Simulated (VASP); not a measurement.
# MgGe2 (Cmmm) in VASP: notebook

The runs below take MgGe2 through single point, with PBE, HSE06.

All numbers are computed with VASP 6.6.1; they aren't measurements. Logs are shortened: lines on timing, memory, paths and dates and some standing lists are left out, and cuts for length are marked.

### 1 The cell of the first run

Symmetry: Cmmm, No. 65, orthorhombic system. The conventional cell has a = 5.850 Å, b = 6.122 Å, c = 4.096 Å, α = 90.00°, β = 90.00°, γ = 90.00°. Within 2.7 Å of Mg (site symmetry mmm) lie 2 Ge at 2.05 Å. Ge (site symmetry mmm) has 2 Mg at 2.05 Å within 2.7 Å. Ge (site symmetry mmm) has 4 Ge at 2.93 to 3.06 Å and 8 Mg at 3.57 to 3.68 Å within 3.9 Å.

### 2 Single point, PBE

INCAR reads:

```
SYSTEM = MgGe2
PREC = Accurate ; ENCUT = 520
EDIFF = 1E-6 ; ISMEAR = 0
SIGMA = 0.1 ; LREAL = .False.
LASPH = .True. ; NELM = 80
ALGO = Normal ; ISIF = 2
LWAVE = .False. ; LCHARG = .False.
GGA = PE ; NBANDS = 22
```

KPOINTS reads:

```
regular mesh
0
Gamma
  5 5 6
  0 0 0
```

POSCAR reads:

```
MgGe2
1.0
    2.9250618900     -3.0608845800      0.0000000000
    2.9250618900      3.0608845800      0.0000000000
    0.0000000000      0.0000000000      4.0956695000
Mg Ge
1 2
Direct
    0.5000000000      0.5000000000      0.5000000000
    0.5000000000      0.5000000000      0.0000000000
    0.0000000000      0.0000000000      0.0000000000
```

Potentials or basis: VASP PAW PBE potentials, release 64 (Mg, Ge_d).

The run is started by

```bash
$ cat potpaw_PBE.64/Mg/POTCAR potpaw_PBE.64/Ge_d/POTCAR > POTCAR
$ mpirun -np 1 vasp_std > vasp.out
```

OUTCAR:

```text
SYSTEM = MgGe2
   PREC = Accurate
   ENCUT = 520
   EDIFF = 1E-6
   ISMEAR = 0
   LREAL = .False.
   LASPH = .True.
   NELM = 80
   ISIF = 2
   GGA = PE

 ion  position               nearest neighbor table
   1  0.500  0.500  0.500-   2 2.05   2 2.05
   2  0.500  0.500  0.000-   1 2.05   1 2.05
   3  0.000  0.000  0.000-

  LATTYP: Found a base centered orthorhombic cell.
 ALAT       =     5.8501237800
 B/A-ratio  =     1.0464341252
 C/A-ratio  =     0.7000996311

  Lattice vectors:

 A1 = (   2.9250618900,  -3.0608845800,   0.0000000000)
 A2 = (   2.9250618900,   3.0608845800,   0.0000000000)
 A3 = (   0.0000000000,   0.0000000000,   4.0956695000)

Analysis of symmetry for initial positions (statically):
=====================================================================
 Subroutine PRICEL returns:
 Original cell was already a primitive cell.

 Routine SETGRP: Setting up the symmetry group for a
 base centered orthorhombic supercell.

 Subroutine GETGRP returns: Found  8 space group operations
 (whereof  8 operations were pure point group operations)
 out of a pool of  8 trial point group operations.

The static configuration has the point symmetry D_2h.

Analysis of symmetry for dynamics (positions and initial velocities):
=====================================================================
 Subroutine PRICEL returns:
 Original cell was already a primitive cell.

 Routine SETGRP: Setting up the symmetry group for a
 base centered orthorhombic supercell.

 Subroutine GETGRP returns: Found  8 space group operations
 (whereof  8 operations were pure point group operations)
 out of a pool of  8 trial point group operations.

The dynamic configuration has the point symmetry D_2h.

 Subroutine INISYM returns: Found  8 space group operations
 (whereof  8 operations are pure point group operations),
 and found     1 'primitive' translations

----------------------------------------------------------------------------------------

                                     Primitive cell

  volume of cell :      73.3393

  direct lattice vectors                    reciprocal lattice vectors
     2.925061890 -3.060884580  0.000000000     0.170936554 -0.163351471  0.000000000
     2.925061890  3.060884580  0.000000000     0.170936554  0.163351471  0.000000000
     0.000000000  0.000000000  4.095669500     0.000000000  0.000000000  0.244160326

  length of vectors
     4.233792800  4.233792800  4.095669500     0.236438171  0.236438171  0.244160326

  position of ions in fractional coordinates (direct lattice)
     0.500000000  0.500000000  0.500000000
     0.500000000  0.500000000  0.000000000
     0.000000000  0.000000000  0.000000000

  ion indices of the primitive-cell ions
   primitive index   ion index
                 1           1
                 2           2
                 3           3

----------------------------------------------------------------------------------------

 KPOINTS: regular mesh

Automatic generation of k-mesh.
 Grid dimensions read from file:
 generate k-points for:    5    5    6

 Generating k-lattice:

  Cartesian coordinates                     Fractional coordinates (reciprocal lattice)
     0.034187311 -0.032670294  0.000000000     0.200000000 -0.000000000  0.000000000
     0.034187311  0.032670294  0.000000000    -0.000000000  0.200000000  0.000000000
     0.000000000  0.000000000  0.040693388     0.000000000  0.000000000  0.166666667

  Length of vectors
     0.047287634  0.047287634  0.040693388

  Shift w.r.t. Gamma in fractional coordinates (k-lattice)
     0.000000000  0.000000000  0.000000000

 Subroutine IBZKPT returns following result:
 ===========================================

 Found     36 irreducible k-points:

 Following reciprocal coordinates:
            Coordinates               Weight
  0.000000  0.000000  0.000000      1.000000
  0.200000  0.000000  0.000000      4.000000
  0.400000  0.000000  0.000000      4.000000
  0.200000  0.200000  0.000000      2.000000
  0.400000  0.200000  0.000000      4.000000
 -0.400000  0.200000  0.000000      4.000000
[... 16 lines left out ...]
  0.400000  0.200000  0.333333      8.000000
 -0.400000  0.200000  0.333333      8.000000
 [... further k-points ...]
   k-points           NKPTS =     36   k-points in BZ     NKDIM =     36   number of bands    NBANDS=     22
   number of dos      NEDOS =    301   number of ions     NIONS =      3
   total plane-waves  NPLWV =  30720
   dimension x,y,z NGX =    32 NGY =   32 NGZ =   30
   dimension x,y,z NGXF=    64 NGYF=   64 NGZF=   60
   ions per type =               1   2
   NGX,Y,Z   is equivalent  to a cutoff of  12.57, 12.57, 12.18 a.u.
   NGXF,Y,Z  is equivalent  to a cutoff of  25.13, 25.13, 24.35 a.u.
 SYSTEM =  MgGe2
   PREC   = accura    normal or accurate (medium, high low for compatibility)
   ISTART =      0    job   : 0-new  1-cont  2-samecut
   ICHARG =      2    charge: 1-file 2-atom 10-const
   ISPIN  =      1    spin polarized calculation?
   LNONCOLLINEAR =      F non collinear calculations
   LSORBIT =      F    spin-orbit coupling
   LASPH  =      T    aspherical Exc in radial PAW
   ENCUT  =  520.0 eV  38.22 Ry    6.18 a.u.   7.87  7.87  7.62*2*pi/ulx,y,z
   NELM   =     80;   NELMIN=  2; NELMDL= -5     # of ELM steps
   EDIFF  = 0.1E-05   stopping-criterion for ELM
   LREAL  =      F    real-space projection
   EDIFFG = 0.1E-04   stopping-criterion for IOM
   NSW    =      0    number of steps for IOM
   IBRION =     -1    ionic relax: 0-MD 1-quasi-New 2-CG
   NFREE  =      0    steps in history (QN), initial steepest desc. (CG)
   ISIF   =      2    stress and relaxation
   ISYM   =      2    0-nonsym 1-usesym 2-fastsym
   POTIM  = 0.5000    time-step for ionic-motion
   TEBEG  =    0.0;   TEEND  =   0.0 temperature during run
   PSTRESS=    0.0 pullay stress
   NELECT =      30.0000    total number of electrons
   NUPDOWN=      -1.0000    fix difference up-down
   EMIN   =  10.00;   EMAX   =-10.00  energy-range for DOS
   EFERMI =   0.00;   METHOD = LEGACY
   ISMEAR =     0;   SIGMA  =   0.10  broadening in eV -4-tet -1-fermi 0-gaus
   EFERMI_NEDOS =   21; number of points for ismear=-14 and -15
   IALGO  =     38    algorithm
   IMIX   =      4    mixing-type and parameters
     AMIX     =   0.40;   BMIX     =  1.00
     AMIX_MAG =   1.60;   BMIX_MAG =  1.00
  volume/ion in A,a.u.               =      24.45       164.97
  Fermi-wavevector in a.u.,A,eV,Ry     =   1.215261  2.296511 20.093895  1.476860
  Thomas-Fermi vector in A             =   2.350654
   LORBIT       =      0    0 simple, 1 ext, 2 COOP (PROOUT), +10 PAW based schemes
   GGA     = PE    functional components
   LHFCALC =     F    Hartree Fock is set to
   AEXX    =    0.0000 exact exchange contribution
   IVDW    =     0    specifies the selected vdW correction
   LEPSILON=     F    determine dielectric tensor
   LRPA    =     F    only Hartree local field effects (RPA)
 non-spin polarized calculation
 Gauss-broadening in eV      SIGMA  =   0.10
  energy-cutoff  :      520.00
  volume of cell :       73.34
 maximum number of plane-waves:      1994
   NGX = 15   NGY = 15   NGZ = 15

 number of electron      29.9999986 magnetization

 Free energy of the ion-electron system (eV)
  ---------------------------------------------------
  ext. energy  EPLUGINS =         0.00000000
  ---------------------------------------------------
  free energy    TOTEN  =        -6.55978779 eV

  energy without entropy =       -6.55112538  energy(sigma->0) =       -6.55545658

 E-fermi :   3.1557     XC(G=0):  -9.1520

 val. band max:        3.0011136012   @ k =  -0.2000   0.2000   0.5000
 cond. band min:       3.1601509050   @ k =   0.2000   0.0000   0.5000
 fundamental gap:      0.1590373038
 Fermi energy:         3.1556655012

 k-point     1 :       0.0000    0.0000    0.0000
  band No.  band energies     occupation
      1     -21.4848      2.00000
      2     -21.4733      2.00000
      3     -21.4665      2.00000
      4     -21.4540      2.00000
      5     -21.4449      2.00000
      6     -21.1281      2.00000
[... 14 lines left out ...]
     21      11.4864      0.00000
     22      11.7442      0.00000

 k-point     2 :       0.2000    0.0000    0.0000
  band No.  band energies     occupation
      1     -21.4840      2.00000
      2     -21.4733      2.00000
      3     -21.4663      2.00000
      4     -21.4514      2.00000
      5     -21.4437      2.00000
      6     -21.1284      2.00000
[... 14 lines left out ...]
     21      10.4510      0.00000
     22      11.9094      0.00000

 k-point     3 :       0.4000    0.0000    0.0000
  band No.  band energies     occupation
      1     -21.4828      2.00000
      2     -21.4734      2.00000
      3     -21.4661      2.00000
      4     -21.4469      2.00000
      5     -21.4417      2.00000
      6     -21.1289      2.00000
[... 14 lines left out ...]
     21      11.2133      0.00000
     22      12.4131      0.00000

 k-point     4 :       0.2000    0.2000    0.0000
  band No.  band energies     occupation
      1     -21.4836      2.00000
      2     -21.4736      2.00000
      3     -21.4661      2.00000
      4     -21.4487      2.00000
      5     -21.4425      2.00000
      6     -21.1286      2.00000
[... 14 lines left out ...]
     21      10.3445      0.00000
     22      10.7539      0.00000

 k-point     5 :       0.4000    0.2000    0.0000
  band No.  band energies     occupation
      1     -21.4831      2.00000
      2     -21.4737      2.00000
      3     -21.4663      2.00000
      4     -21.4475      2.00000
      5     -21.4409      2.00000
      6     -21.1279      2.00000
[... 417 lines left out ...]
 k-point    22 :       0.2000    0.2000    0.3333
  band No.  band energies     occupation
      1     -21.4811      2.00000
      2     -21.4742      2.00000
      3     -21.4667      2.00000
      4     -21.4486      2.00000
      5     -21.4424      2.00000
      6     -21.1047      2.00000
[... 14 lines left out ...]
     21      10.0397      0.00000
     22      10.0601      0.00000

 k-point    23 :       0.4000    0.2000    0.3333
  band No.  band energies     occupation
      1     -21.4806      2.00000
      2     -21.4744      2.00000
      3     -21.4670      2.00000
      4     -21.4474      2.00000
      5     -21.4408      2.00000
      6     -21.1040      2.00000
[... 14 lines left out ...]
     21      10.8254      0.00000
     22      12.4257      0.00000

 k-point    24 :      -0.4000    0.2000    0.3333
  band No.  band energies     occupation
      1     -21.4808      2.00000
      2     -21.4742      2.00000
      3     -21.4674      2.00000
      4     -21.4491      2.00000
      5     -21.4410      2.00000
      6     -21.1034      2.00000
[... 14 lines left out ...]
     21      10.7490      0.00000
     22      12.2306      0.00000

 [... further k-points ...]

------------------------ aborting loop because EDIFF is reached ----------------------------------------

  FORCE on cell =-STRESS in cart. coord.  units (eV):
  Direction    XX          YY          ZZ          XY          YZ          ZX
  --------------------------------------------------------------------------------------
  -------------------------------------------------------------------------------------
  Total       -3.1628762     -4.3924688     28.1932473     -0.0000000      0.0000000      0.0000000
  in kB      -69.0964698    -95.9582585    615.9121491     -0.0000000      0.0000000      0.0000000
  external PRESSURE =     150.2858069 kB  Pullay stress =       0.0000000 kB

 VOLUME and BASIS-vectors are now :
 -----------------------------------------------------------------------------
  energy-cutoff  :      520.00
  volume of cell :       73.34
      direct lattice vectors                 reciprocal lattice vectors
     2.925061890 -3.060884580  0.000000000     0.170936554 -0.163351471  0.000000000
     2.925061890  3.060884580  0.000000000     0.170936554  0.163351471  0.000000000
     0.000000000  0.000000000  4.095669500     0.000000000  0.000000000  0.244160326

 POSITION                                       TOTAL-FORCE (eV/Angst)
 -----------------------------------------------------------------------------------
      2.92506      0.00000      2.04783         0.000000     -0.000000      0.000000
      2.92506      0.00000      0.00000        -0.000000      0.000000      0.000000
      0.00000      0.00000      0.00000         0.000000     -0.000000      0.000000
 -----------------------------------------------------------------------------------
    total drift:                               -0.000000     -0.000000     -0.000000

  FREE ENERGIE OF THE ION-ELECTRON SYSTEM (eV)
  ---------------------------------------------------
  free  energy   TOTEN  =        -6.5597877860 eV

  energy  without entropy=       -6.5511253819  energy(sigma->0) =       -6.55545658
```

Run time: 29 s. Hardware: 1 thread of Intel Xeon Platinum 8259CL at 2.50GHz (Skylake/Cascade Lake), shared host; peak memory 0.21 GiB.

Results:

```yaml
Free_energy: -6.5598 eV
Pressure: 15.0 GPa
Band_gap_on_the_k_mesh: zero (bands 15 and 16 overlap by 1.99 eV)
```

Stress tensor (GPa, compression positive):
```
-6.91  0.00  0.00
 0.00 -9.60  0.00
 0.00  0.00 61.59
```

Levels at points of the mesh, in eV from the Fermi level:
| k point | band 11 | band 12 | band 13 | band 14 | band 15 | band 16 | band 17 | band 18 | band 19 | band 20 |
| --- | --- | --- | --- | --- | --- | --- | --- | --- | --- | --- |
| (0.00, 0.00, 0.00) | -10.54 | -5.25 | -1.93 | -1.41 | -1.39 | 1.85 | 3.22 | 3.32 | 4.57 | 5.80 |
| (0.00, 0.00, 0.50) | -9.87 | -4.76 | -4.73 | -1.40 | -0.82 | 0.99 | 4.18 | 4.46 | 4.92 | 4.95 |

Caveat: the stress differs along the axes, from -10 to 62 GPa.

### 3 Single point, PBE

INCAR reads:

```
  ALGO = Normal
  EDIFF = 1E-7
  ENCUT = 520
  GGA = PE
  ISIF = 2
  ISMEAR = 0
  LASPH = True
  LCHARG = False
  LREAL = False
  LWAVE = False
  NBANDS = 22
  NELM = 80
  PREC = Accurate
  SIGMA = 0.1
```

KPOINTS reads:

```
k-points
0
Gamma
  5 5 6
```

POSCAR is that of step 2.

Potentials or basis: VASP PAW PBE potentials, release 64 (Mg, Ge_d).

The run is started by

```bash
$ cat potpaw_PBE.64/Mg/POTCAR potpaw_PBE.64/Ge_d/POTCAR > POTCAR
$ mpirun -np 1 vasp_std > vasp.out
```

Run time: 33 s. Hardware: 1 thread of Intel Xeon Platinum 8259CL at 2.50GHz (Skylake/Cascade Lake), shared host; peak memory 0.21 GiB.

The run converged. Its results:

```
Free energy            : -6.5598 eV
Pressure               : 15.0 GPa
Band gap on the k mesh : zero (bands 15 and 16 overlap by 1.99 eV)
```

Stress tensor (GPa, compression positive):
```
-6.90  0.00  0.00
 0.00 -9.59  0.00
 0.00  0.00 61.60
```

Levels at points of the mesh, in eV from the Fermi level:
```tsv
k point	band 11	band 12	band 13	band 14	band 15	band 16	band 17	band 18	band 19	band 20
(0.00, 0.00, 0.00)	-10.54	-5.25	-1.93	-1.41	-1.39	1.85	3.22	3.32	4.57	5.80
(0.00, 0.00, 0.50)	-9.87	-4.76	-4.73	-1.40	-0.82	0.99	4.18	4.46	4.92	4.95
```

Caveat: the stress differs along the axes, from -10 to 62 GPa.

### 4 Single point, HSE06

POSCAR is that of step 3.

INCAR.step1 reads:

```
ALGO = Normal ; EDIFF = 1E-5
ENCUT = 520 ; GGA = PE
ISIF = 2 ; ISMEAR = -1
LASPH = T ; LCHARG = F
LREAL = F ; LWAVE = T
NBANDS = 22 ; NELM = 60
PREC = Accurate ; SIGMA = 0.05
```

INCAR.step2 reads:

```
ALGO = Normal ; EDIFF = 1E-7
ENCUT = 520 ; GGA = PE
HFSCREEN = 0.2079 ; ISIF = 2
ISMEAR = -1 ; ISTART = 1
LASPH = T ; LCHARG = F
LHFCALC = T ; LREAL = F
LWAVE = F ; NBANDS = 22
NELM = 60 ; PREC = Accurate
PRECFOCK = Normal ; SIGMA = 0.05
```

KPOINTS reads:

```
k-points
0
Gamma
  3 3 4
```

The run is started by

```bash
$ cat potpaw_PBE.64/Mg/POTCAR potpaw_PBE.64/Ge_d/POTCAR > POTCAR
$ cp INCAR.step1 INCAR
$ mpirun -np 1 vasp_std > vasp.out
$ cp INCAR.step2 INCAR
$ mpirun -np 1 vasp_std > vasp.out
```

Wall time 17 min (1 thread of Intel Xeon Platinum 8259CL at 2.50GHz (Skylake/Cascade Lake), shared host); peak memory 0.3 GiB.

It converged, with:

```
Free energy            : -7.6100 eV
Pressure               : 15.2 GPa
Band gap on the k mesh : zero (bands 15 and 16 overlap by 1.10 eV)
```

Stress tensor (GPa, compression positive):
```
-5.28  0.00  0.00
 0.00 -9.62  0.00
 0.00  0.00 60.51
```

Levels at points of the mesh, in eV from the Fermi level:
| k point | band 11 | band 12 | band 13 | band 14 | band 15 | band 16 | band 17 | band 18 | band 19 | band 20 |
| --- | --- | --- | --- | --- | --- | --- | --- | --- | --- | --- |
| (0.00, 0.00, 0.00) | -11.69 | -5.56 | -2.12 | -1.64 | -1.53 | 2.34 | 3.79 | 3.90 | 5.43 | 6.74 |
| (0.00, 0.00, 0.50) | -10.91 | -5.35 | -4.95 | -1.46 | -0.83 | 1.35 | 4.73 | 5.03 | 5.54 | 5.88 |

Caveat: the k points lie up to 0.50 Å⁻¹ apart, too coarse for converged energies and pressures of a metal; the PAW data sets were made with another functional, which shifts forces and pressure a little.

### 5 Single point, HSE06

POSCAR is that of step 4.

INCAR.step1 reads:

```
SYSTEM = MgGe2
  PREC = Accurate
  ENCUT = 520
  EDIFF = 1E-5
  ISMEAR = -1
  SIGMA = 0.05
  LREAL = .FALSE.
  LASPH = .TRUE.
  NELM = 80
  ALGO = Normal
  ISIF = 2
  LWAVE = .TRUE.
  LCHARG = .FALSE.
  NBANDS = 22
  GGA = PE
```

INCAR.step2 reads:

```
SYSTEM = MgGe2
  PREC = Accurate
  ENCUT = 520
  EDIFF = 1E-7
  ISMEAR = -1
  SIGMA = 0.05
  LREAL = .FALSE.
  LASPH = .TRUE.
  NELM = 80
  ALGO = Normal
  ISIF = 2
  LWAVE = .FALSE.
  LCHARG = .FALSE.
  GGA = PE
  LHFCALC = .TRUE.
  HFSCREEN = 0.2079
  PRECFOCK = Normal
  NBANDS = 22
  ISTART = 1
```

KPOINTS reads:

```
Automatic mesh
0
G
  3 3 4
  0 0 0
```

The run is started by

```bash
$ cat potpaw_PBE.64/Mg/POTCAR potpaw_PBE.64/Ge_d/POTCAR > POTCAR
$ cp INCAR.step1 INCAR
$ mpirun -np 1 vasp_std > vasp.out
$ cp INCAR.step2 INCAR
$ mpirun -np 1 vasp_std > vasp.out
```

Run time: 17 min. Hardware: 1 thread of Intel Xeon Platinum 8259CL at 2.50GHz (Skylake/Cascade Lake), shared host; peak memory 0.3 GiB.

It converged, with:

- Free energy: -7.6100 eV
- Pressure: 15.2 GPa
- Band gap on the k mesh: zero (bands 15 and 16 overlap by 1.10 eV)

Stress tensor (GPa, compression positive):
```
-5.28  0.00  0.00
 0.00 -9.62  0.00
 0.00  0.00 60.51
```

Levels at points of the mesh, in eV from the Fermi level:
| k point | band 12 | band 13 | band 14 | band 15 | band 16 | band 17 | band 18 | band 19 |
| --- | --- | --- | --- | --- | --- | --- | --- | --- |
| (0.00, 0.00, 0.00) | -5.56 | -2.12 | -1.64 | -1.53 | 2.34 | 3.79 | 3.90 | 5.43 |
| (0.00, 0.00, 0.50) | -5.35 | -4.95 | -1.46 | -0.83 | 1.35 | 4.73 | 5.03 | 5.54 |

Caveat: the k points lie up to 0.50 Å⁻¹ apart, too coarse for converged energies and pressures of a metal; the PAW data sets were made with another functional, which shifts forces and pressure a little.

The gap in the log of VASP goes by the Fermi energy; the results here count the filled bands.